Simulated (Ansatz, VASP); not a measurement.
## Two plane-wave programs on TiO2

```
CELL_PARAMETERS angstrom
0.00000 2.27411 2.39683
2.27411 0.00000 2.39683
2.27411 2.27411 0.00000
ATOMIC_POSITIONS crystal
Ti 0.00000 0.00000 0.00000
O 0.25000 0.25000 0.25000
O 0.75000 0.75000 0.75000
```

Change from the starting cell: biaxial_xy strain -5.1%.

Alike in both runs: task single point; functional PBE; k mesh 10 × 10 × 10; occupations fermi-dirac, width 0.02 eV; no spin polarisation.

```csv
,VASP,Ansatz
version,VASP 6.6.1,Ansatz 0.2.0
potentials or method,"VASP PAW PBE potentials, release 64 (Ti_sv, O)","plane waves, PAW"
plane-wave cutoff (eV),520,420
valence electrons in the cell,24,24
```

VASP gave:

```
gap on the k mesh at the Fermi level (eV)                     : 0.76
pressure (GPa)                                                : 43.2
traceless stress, the component that is largest in VASP (GPa) : -22.20
```

Problem. Estimate Ansatz's values.

Solution. gap on the k mesh at the Fermi level (eV): 0.78; pressure (GPa): 42.0; traceless stress, the component that is largest in VASP (GPa): -22.36.

Both programs put the cell under a high pressure, so it lies far from rest at this level.
